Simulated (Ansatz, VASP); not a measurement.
# Bi2Pd3Br in VASP and in Ansatz

```
Bi Pd Br
1.0
     3.69262    0.00000    0.00000
     0.00000    3.69262    0.00000
     0.00000    0.00000   10.69110
Bi Pd Br
2 3 1
Direct
  0.50000 0.50000 0.65789
  0.50000 0.50000 0.34211
  0.00000 0.00000 0.50000
  0.00000 0.00000 0.23318
  0.00000 0.00000 0.76682
  0.00000 0.00000 0.00000
```

Alike in both runs: functional PBE; k mesh 8 × 8 × 4; occupations gaussian, width 0.1 eV; no spin polarisation.

Ansatz relaxed the structure, and its values are those at the end. VASP's run is a single point on that final structure, the one shown.

|  | VASP | Ansatz |
| --- | --- | --- |
| version | VASP 6.6.1 | Ansatz 0.2.0 |
| potentials or method | VASP PAW PBE potentials, release 64 (Bi_d, Pd, Br), cutoff 520 eV | scalar-relativistic, plane waves, PAW |
| valence electrons in the cell | 67 | 91 |

|  | VASP | Ansatz | Ansatz less VASP |
| --- | --- | --- | --- |
| gap on the k mesh at the Fermi level (eV) | none | none | - |
| pressure (GPa) | 0.0 | 0.0 | +0.01 |

A gap of «none» marks a metal or a gap that the smearing closes. The functional is the same, so the differences come from potentials, cutoffs and numerics. VASP's potentials hold 67 valence electrons a cell and Ansatz's 91, so a difference there can come from the potentials and not from the codes.

Neither program's run includes spin-orbit coupling.
